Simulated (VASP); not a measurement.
Y: relaxation of cell and atoms with LDA

Y:

```
CELL_PARAMETERS angstrom
3.60000 0.00000 0.00000
-1.80000 3.11769 0.00000
0.00000 0.00000 5.87880
ATOMIC_POSITIONS crystal
Y 0.33333 0.66667 0.25000
Y 0.66667 0.33333 0.75000
```

```
Program                : VASP 6.6.1
Task                   : relaxation of cell and atoms
Functional             : LDA
Potentials or basis    : VASP PAW LDA potentials, release 64 (Y_sv)
Cutoff                 : 600 eV
k mesh                 : 7 × 7 × 4
Occupations            : methfessel-paxton, width 0.1 eV
Spin                   : no spin polarisation
Target pressure        : 40 GPa
Dipole correction      : no
Further INCAR settings : ALGO = Normal; EDIFF = 1e-06; IBRION = 2; EDIFFG = -0.03; NSW = 80; ISIF = 3
```

The relaxed volume is 18.92 Å³/atom. The relaxed cell is a = 2.949 Å, b = 2.949 Å, c = 5.026 Å, α = 90.00°, β = 90.00°, γ = 120.00° and the space group after relaxing (to 0.1 Å) is P6_3/mmc (No. 194). The energy change on relaxing (the run minimises the enthalpy) is +970.4 meV/atom and the ionic steps are 13. The pressure after relaxing is 40.0 GPa and the band gap on the k mesh is zero (bands 11 and 12 overlap by 2.36 eV).

Stress tensor (GPa, compression positive):
```
39.95  0.00  0.00
 0.00 39.95  0.00
 0.00  0.00 40.04
```

Step by step:
```
step  energy change (eV)  largest force (eV/Å)  pressure (GPa)  volume (Å³)
   1              0.0000                0.0000           -3.86        65.98
   2             54.7808                0.0000         1800.01        11.85
   3             -0.0492                0.0000            3.09        56.04
   4              0.1874                0.0000           10.22        50.14
   5              2.0223                0.0000           41.78        37.62
   6              1.8936                0.0000           39.78        38.13
   7              1.8990                0.0000           39.76        38.06
   8              1.9659                0.0000           39.86        37.78
   9              1.9189                0.0000           39.75        37.94
  10              1.9249                0.0000           39.72        37.91
  11              1.9236                0.0000           39.71        37.92
  12              1.9792                0.0000           40.57        37.69
  13              1.9408                0.0000           39.98        37.85
```

Final structure:
```
Y
1.0
     2.94865    0.00000    0.00000
    -1.47432    2.55360    0.00000
     0.00000    0.00000    5.02629
Y
2
Direct
  0.33333 0.66667 0.25000
  0.66667 0.33333 0.75000
```

Levels at points of the mesh, in eV from the Fermi level:
```
           k point  band 9  band 10  band 11  band 12  band 13  band 14
(0.00, 0.00, 0.00)   -4.79    -2.66     1.57     2.26     2.26     3.15
(0.00, 0.00, 0.50)   -2.82    -2.82     0.97     0.97     2.28     2.28
```

Run time: 5.6 min on 1 thread of Intel(R) Xeon(R) Platinum 8488C (Sapphire Rapids) (shared host), peak memory 0.28 GiB.

Caveat: the cell is relaxed towards a set pressure, so the run minimises the enthalpy, not the energy; the volume moved by over 15 % at a fixed basis, so the end points are rough.
